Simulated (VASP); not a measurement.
**TiAl3: single point with PBE**

TiAl3:

```
Ti Al
1.0
     3.83939    0.00000    0.00000
     0.00000    3.83939    0.00000
     0.00000    0.00000    5.36723
Ti Al
1 3
Direct
  0.00000 0.00000 0.50000
  0.50000 0.50000 0.00000
  0.50000 0.50000 0.50000
  0.00000 0.00000 0.00000
```

```json
{
 "Program": "VASP 6.6.1",
 "Task": "single point",
 "Functional": "PBE",
 "Potentials or basis": "VASP PAW PBE potentials, release 64 (Ti_sv, Al)",
 "Cutoff": "520 eV",
 "k mesh": "6 × 6 × 2",
 "Occupations": "gaussian, width 0.1 eV",
 "Spin": "no spin polarisation"
}
```

```json
{
 "Pressure": "-0.2 GPa"
}
```

Stress tensor (GPa, compression positive):
```
-0.29  0.00  0.00
 0.00 -0.29  0.00
 0.00  0.00 -0.15
```

Levels at points of the mesh, in eV from the Fermi level:
```
           k point  band 6  band 7  band 8  band 9  band 10  band 11  band 12  band 13  band 14  band 15
(0.00, 0.00, 0.00)   -4.38   -3.32   -0.44    0.15     0.15     0.24     0.93     0.93     0.94     2.86
(0.50, 0.00, 0.00)   -6.18   -2.33   -1.86   -1.77    -0.45    -0.28     1.16     1.47     2.16     2.30
(0.50, 0.50, 0.00)   -4.10   -3.48   -3.48   -1.05    -0.48    -0.21    -0.21     0.98     0.98     1.56
(0.00, 0.00, 0.50)   -6.82   -1.12   -0.30   -0.25    -0.25     0.95     1.06     2.49     2.49     2.57
(0.50, 0.00, 0.50)   -5.57   -4.97   -3.42   -0.60    -0.30     0.72     1.05     1.87     2.75     3.21
(0.50, 0.50, 0.50)   -4.02   -3.38   -3.26   -3.26    -1.19    -1.19    -1.02     1.55     1.55     1.89
```

Run time: 17 s on 1 thread of Intel(R) Xeon(R) Platinum 8488C (Sapphire Rapids) (shared host), peak memory 0.18 GiB.

Caveat: the k points lie up to 0.59 Å⁻¹ apart.
